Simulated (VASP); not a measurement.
# Be2H3 (P-3m1) in VASP: further runs

Be2H3 is run at these levels: PBE; tasks: single point.

Program: VASP 6.6.1. These are calculated values, not measurements. Logs are shortened: lines on timing, memory, paths and dates and some standing lists are left out, and cuts for length are marked.

## (1) The cell of the first run

The structure is trigonal, space group P-3m1 (No. 164). Conventional cell: a = 2.463 Å, b = 2.463 Å, c = 5.747 Å, α = 90.00°, β = 90.00°, γ = 120.00°. Within 2.1 Å of Be (site symmetry 3m) lie 6 H at 1.61 to 1.78 Å. Within 2.5 Å of H (site symmetry -3m) lie 6 Be at 1.78 Å and 12 H at 2.32 to 2.46 Å. Within 2.1 Å of H (site symmetry 3m) lie 3 Be at 1.61 Å.

## (2) Single point, PBE

INCAR reads:

```
ALGO     = Normal         # electronic algorithm
EDIFF    = 1E-6           # SCF threshold, eV
ENCUT    = 520            # plane-wave cutoff, eV
GGA      = PE             # functional
ISIF     = 2              # what is computed and relaxed
ISMEAR   = 0              # smearing method
LASPH    = T              # aspherical terms in the spheres
LCHARG   = T              # write CHGCAR
LELF     = T              # ELF
LREAL    = F              # projectors in reciprocal space
LVHAR    = T            
LWAVE    = F              # write WAVECAR
NBANDS   = 12             # bands
NELM     = 100            # most SCF steps
PREC     = Accurate       # precision mode
SIGMA    = 0.1            # smearing width, eV
```

KPOINTS reads:

```
k-points
0
Gamma
  6 6 4
```

POSCAR reads:

```
Be2H3
1.0
    2.4628609072      0.0000000000      0.0000000000
   -1.2314304536      2.1329001116      0.0000000000
    0.0000000000      0.0000000000      5.7469133664
Be H
2 3
Direct
    0.3333333333      0.6666666667      0.1872997257
    0.6666666667      0.3333333333      0.8127002743
    0.0000000000      0.0000000000      0.0000000000
    0.3333333333      0.6666666667      0.6818369267
    0.6666666667      0.3333333333      0.3181630733
```

Potentials or basis: VASP PAW PBE potentials, release 64 (Be, H).

Run with:

```
$ cat potpaw_PBE.64/Be/POTCAR potpaw_PBE.64/H/POTCAR > POTCAR
$ mpirun -np 1 vasp_std > vasp.out
```

OUTCAR:

```text
EDIFF = 1E-6
   ENCUT = 520
   GGA = PE
   ISIF = 2
   ISMEAR = 0
   LASPH = T
   LREAL = F
   NELM = 100
   PREC = Accurate

 ion  position               nearest neighbor table
   1  0.333  0.667  0.187-   5 1.61   5 1.61   5 1.61
   2  0.667  0.333  0.813-   4 1.61   4 1.61   4 1.61
   3  0.000  0.000  0.000-
   4  0.333  0.667  0.682-   2 1.61   2 1.61   2 1.61
   5  0.667  0.333  0.318-   1 1.61   1 1.61   1 1.61

  LATTYP: Found a hexagonal cell.
 ALAT       =     2.4628609072
 C/A-ratio  =     2.3334299349

  Lattice vectors:

 A1 = (   2.4628609072,   0.0000000000,   0.0000000000)
 A2 = (  -1.2314304536,   2.1329001116,   0.0000000000)
 A3 = (   0.0000000000,   0.0000000000,   5.7469133664)

Analysis of symmetry for initial positions (statically):
=====================================================================
 Subroutine PRICEL returns:
 Original cell was already a primitive cell.

 Routine SETGRP: Setting up the symmetry group for a
 hexagonal supercell.

 Subroutine GETGRP returns: Found 12 space group operations
 (whereof 12 operations were pure point group operations)
 out of a pool of 24 trial point group operations.

The static configuration has the point symmetry D_3d.

Analysis of symmetry for dynamics (positions and initial velocities):
=====================================================================
 Subroutine PRICEL returns:
 Original cell was already a primitive cell.

 Routine SETGRP: Setting up the symmetry group for a
 hexagonal supercell.

 Subroutine GETGRP returns: Found 12 space group operations
 (whereof 12 operations were pure point group operations)
 out of a pool of 24 trial point group operations.

The dynamic configuration has the point symmetry D_3d.

 Subroutine INISYM returns: Found 12 space group operations
 (whereof 12 operations are pure point group operations),
 and found     1 'primitive' translations

----------------------------------------------------------------------------------------

                                     Primitive cell

  volume of cell :      30.1887

  direct lattice vectors                    reciprocal lattice vectors
     2.462860907  0.000000000  0.000000000     0.406031862  0.234422605  0.000000000
    -1.231430454  2.132900112  0.000000000     0.000000000  0.468845210  0.000000000
     0.000000000  0.000000000  5.746913366     0.000000000  0.000000000  0.174006451

  length of vectors
     2.462860907  2.462860907  5.746913366     0.468845210  0.468845210  0.174006451

  position of ions in fractional coordinates (direct lattice)
     0.333333333  0.666666667  0.187299726
     0.666666667  0.333333333  0.812700274
     0.000000000  0.000000000  0.000000000
     0.333333333  0.666666667  0.681836927
     0.666666667  0.333333333  0.318163073

  ion indices of the primitive-cell ions
   primitive index   ion index
                 1           1
                 2           2
                 3           3
                 4           4
                 5           5

----------------------------------------------------------------------------------------

 KPOINTS: k-points

Automatic generation of k-mesh.
 Grid dimensions read from file:
 generate k-points for:    6    6    4

 Generating k-lattice:

  Cartesian coordinates                     Fractional coordinates (reciprocal lattice)
     0.067671977  0.039070434  0.000000000     0.166666667  0.000000000  0.000000000
     0.000000000  0.078140868  0.000000000     0.000000000  0.166666667  0.000000000
     0.000000000  0.000000000  0.043501613     0.000000000  0.000000000  0.250000000

  Length of vectors
     0.078140868  0.078140868  0.043501613

  Shift w.r.t. Gamma in fractional coordinates (k-lattice)
     0.000000000  0.000000000  0.000000000

 Subroutine IBZKPT returns following result:
 ===========================================

 Found     24 irreducible k-points:

 Following reciprocal coordinates:
            Coordinates               Weight
  0.000000  0.000000  0.000000      1.000000
  0.166667  0.000000  0.000000      6.000000
  0.333333  0.000000  0.000000      6.000000
  0.500000  0.000000  0.000000      3.000000
  0.166667  0.166667  0.000000      6.000000
  0.333333  0.166667  0.000000     12.000000
[... 16 lines left out ...]
  0.333333  0.166667  0.500000     12.000000
  0.333333  0.333333  0.500000      2.000000
   k-points           NKPTS =     24   k-points in BZ     NKDIM =     24   number of bands    NBANDS=     12
   number of dos      NEDOS =    301   number of ions     NIONS =      5
   total plane-waves  NPLWV =  15552
   dimension x,y,z NGX =    18 NGY =   18 NGZ =   48
   dimension x,y,z NGXF=    36 NGYF=   36 NGZF=   96
   ions per type =               2   3
   NGX,Y,Z   is equivalent  to a cutoff of  12.15, 12.15, 13.89 a.u.
   NGXF,Y,Z  is equivalent  to a cutoff of  24.30, 24.30, 27.77 a.u.
 SYSTEM =  unknown system
   PREC   = accura    normal or accurate (medium, high low for compatibility)
   ISTART =      0    job   : 0-new  1-cont  2-samecut
   ICHARG =      2    charge: 1-file 2-atom 10-const
   ISPIN  =      1    spin polarized calculation?
   LNONCOLLINEAR =      F non collinear calculations
   LSORBIT =      F    spin-orbit coupling
   LASPH  =      T    aspherical Exc in radial PAW
   ENCUT  =  520.0 eV  38.22 Ry    6.18 a.u.   4.58  4.58 10.69*2*pi/ulx,y,z
   NELM   =    100;   NELMIN=  2; NELMDL= -5     # of ELM steps
   EDIFF  = 0.1E-05   stopping-criterion for ELM
   LREAL  =      F    real-space projection
   EDIFFG = 0.1E-04   stopping-criterion for IOM
   NSW    =      0    number of steps for IOM
   IBRION =     -1    ionic relax: 0-MD 1-quasi-New 2-CG
   NFREE  =      0    steps in history (QN), initial steepest desc. (CG)
   ISIF   =      2    stress and relaxation
   ISYM   =      2    0-nonsym 1-usesym 2-fastsym
   POTIM  = 0.5000    time-step for ionic-motion
   TEBEG  =    0.0;   TEEND  =   0.0 temperature during run
   PSTRESS=    0.0 pullay stress
   NELECT =       7.0000    total number of electrons
   NUPDOWN=      -1.0000    fix difference up-down
   EMIN   =  10.00;   EMAX   =-10.00  energy-range for DOS
   EFERMI =   0.00;   METHOD = LEGACY
   ISMEAR =     0;   SIGMA  =   0.10  broadening in eV -4-tet -1-fermi 0-gaus
   EFERMI_NEDOS =   21; number of points for ismear=-14 and -15
   IALGO  =     38    algorithm
   IMIX   =      4    mixing-type and parameters
     AMIX     =   0.40;   BMIX     =  1.00
     AMIX_MAG =   1.60;   BMIX_MAG =  1.00
  volume/ion in A,a.u.               =       6.04        40.74
  Fermi-wavevector in a.u.,A,eV,Ry     =   1.005756  1.900603 13.762898  1.011544
  Thomas-Fermi vector in A             =   2.138455
   LORBIT       =      0    0 simple, 1 ext, 2 COOP (PROOUT), +10 PAW based schemes
   GGA     = PE    functional components
   LHFCALC =     F    Hartree Fock is set to
   AEXX    =    0.0000 exact exchange contribution
   IVDW    =     0    specifies the selected vdW correction
   LEPSILON=     F    determine dielectric tensor
   LRPA    =     F    only Hartree local field effects (RPA)
 non-spin polarized calculation
 Gauss-broadening in eV      SIGMA  =   0.10
  energy-cutoff  :      520.00
  volume of cell :       30.19
 maximum number of plane-waves:       830
   NGX =  9   NGY =  9   NGZ = 21

 number of electron       6.9999998 magnetization

 Free energy of the ion-electron system (eV)
  ---------------------------------------------------
  ext. energy  EPLUGINS =         0.00000000
  ---------------------------------------------------
  free energy    TOTEN  =       -15.68046388 eV

  energy without entropy =      -15.67656651  energy(sigma->0) =      -15.67851519

 E-fermi :   5.1020     XC(G=0):  -9.6696

 val. band max:        4.9956204188   @ k =   0.3333   0.1667   0.2500
 cond. band min:       5.1412677913   @ k =   0.5000   0.0000   0.2500
 fundamental gap:      0.1456473725
 Fermi energy:         5.1019849290

 k-point     1 :       0.0000    0.0000    0.0000
  band No.  band energies     occupation
      1      -8.7346      2.00000
      2      -4.9140      2.00000
      3      -3.9974      2.00000
      4       8.4219      0.00000
      5      10.8902      0.00000
      6      16.9889      0.00000
      7      16.9889      0.00000
      8      17.8362      0.00000
      9      17.8362      0.00000
     10      18.3031      0.00000
     11      20.6822      0.00000
     12      22.6169      0.00000

 k-point     2 :       0.1667    0.0000    0.0000
  band No.  band energies     occupation
      1      -8.0228      2.00000
      2      -4.2891      2.00000
      3      -3.1776      2.00000
      4       8.9345      0.00000
      5      11.1260      0.00000
      6      11.9035      0.00000
      7      14.7061      0.00000
      8      15.2072      0.00000
      9      16.3743      0.00000
     10      16.7604      0.00000
     11      18.3347      0.00000
     12      20.7303      0.00000

 k-point     3 :       0.3333    0.0000    0.0000
  band No.  band energies     occupation
      1      -5.9665      2.00000
      2      -2.6662      2.00000
      3      -0.9158      2.00000
      4       5.6481      0.00000
      5       7.5331      0.00000
      6      10.5552      0.00000
      7      11.7896      0.00000
      8      12.4301      0.00000
      9      14.5528      0.00000
     10      14.8298      0.00000
     11      16.7311      0.00000
     12      19.1337      0.00000
[... 286 lines left out ...]
 k-point    23 :       0.3333    0.1667    0.5000
  band No.  band energies     occupation
      1      -3.8940      2.00000
      2      -2.0925      2.00000
      3       0.6829      2.00000
      4       4.7459      2.00000
      5       5.8761      0.00000
      6       8.0232      0.00000
      7       9.3732      0.00000
      8      10.2541      0.00000
      9      12.6467      0.00000
     10      14.8096      0.00000
     11      15.3488      0.00000
     12      18.9400      0.00000

 k-point    24 :       0.3333    0.3333    0.5000
  band No.  band energies     occupation
      1      -1.6379      2.00000
      2      -0.8700      2.00000
      3      -0.8700      2.00000
      4       4.4563      2.00000
      5       6.2794      0.00000
      6       6.2794      0.00000
      7       9.1947      0.00000
      8       9.1947      0.00000
      9      10.6820      0.00000
     10      14.7142      0.00000
     11      14.7142      0.00000
     12      15.4166      0.00000

------------------------ aborting loop because EDIFF is reached ----------------------------------------

  FORCE on cell =-STRESS in cart. coord.  units (eV):
  Direction    XX          YY          ZZ          XY          YZ          ZX
  --------------------------------------------------------------------------------------
  -------------------------------------------------------------------------------------
  Total       -0.0325270     -0.0325270     -0.0437765      0.0000000      0.0000000     -0.0000000
  in kB       -1.7262737     -1.7262737     -2.3233050      0.0000000      0.0000000     -0.0000000
  external PRESSURE =      -1.9252841 kB  Pullay stress =       0.0000000 kB

 VOLUME and BASIS-vectors are now :
 -----------------------------------------------------------------------------
  energy-cutoff  :      520.00
  volume of cell :       30.19
      direct lattice vectors                 reciprocal lattice vectors
     2.462860907  0.000000000  0.000000000     0.406031862  0.234422605  0.000000000
    -1.231430454  2.132900112  0.000000000     0.000000000  0.468845210  0.000000000
     0.000000000  0.000000000  5.746913366     0.000000000  0.000000000  0.174006451

 POSITION                                       TOTAL-FORCE (eV/Angst)
 -----------------------------------------------------------------------------------
     -0.00000      1.42193      1.07640        -0.000000     -0.000000     -0.007379
      1.23143      0.71097      4.67052         0.000000     -0.000000      0.007379
      0.00000      0.00000      0.00000         0.000000      0.000000      0.000000
     -0.00000      1.42193      3.91846        -0.000000      0.000000      0.017865
      1.23143      0.71097      1.82846         0.000000     -0.000000     -0.017865
 -----------------------------------------------------------------------------------
    total drift:                               -0.000000      0.000000      0.000000

  FREE ENERGIE OF THE ION-ELECTRON SYSTEM (eV)
  ---------------------------------------------------
  free  energy   TOTEN  =       -15.6804638795 eV

  energy  without entropy=      -15.6765665085  energy(sigma->0) =      -15.67851519
```

Run time: 7.8 s. Hardware: 1 thread of Intel Xeon Platinum 8488C (Sapphire Rapids), shared host; peak memory 0.14 GiB.

Results:

- Free energy: -15.6805 eV
- Pressure: -0.2 GPa
- Largest force: 0.018 eV/Å
- Band gap on the k mesh: zero (an odd number of electrons rules out a gap without spin polarisation)

Forces in eV/Å, atoms in the order of the input:
```
Be   0.000  0.000 -0.007
Be   0.000  0.000  0.007
H    0.000  0.000  0.000
H    0.000  0.000  0.018
H    0.000  0.000 -0.018
```

Levels at points of the mesh, in eV from the Fermi level:
| k point | band 1 | band 2 | band 3 | band 4 | band 5 | band 6 |
| --- | --- | --- | --- | --- | --- | --- |
| (0.00, 0.00, 0.00) | -13.84 | -10.02 | -9.10 | 3.32 | 5.79 | 11.89 |
| (0.50, 0.00, 0.00) | -8.78 | -7.33 | -4.15 | -0.83 | -0.64 | 1.23 |
| (0.00, 0.00, 0.50) | -13.57 | -11.46 | -7.18 | 0.08 | 11.11 | 11.96 |
| (0.50, 0.00, 0.50) | -8.79 | -7.09 | -4.93 | -1.33 | 0.82 | 2.46 |

Caveat: the k points lie up to 0.49 Å⁻¹ apart, too coarse for converged energies and pressures of a metal.

(Continued in part 2 of 2.)
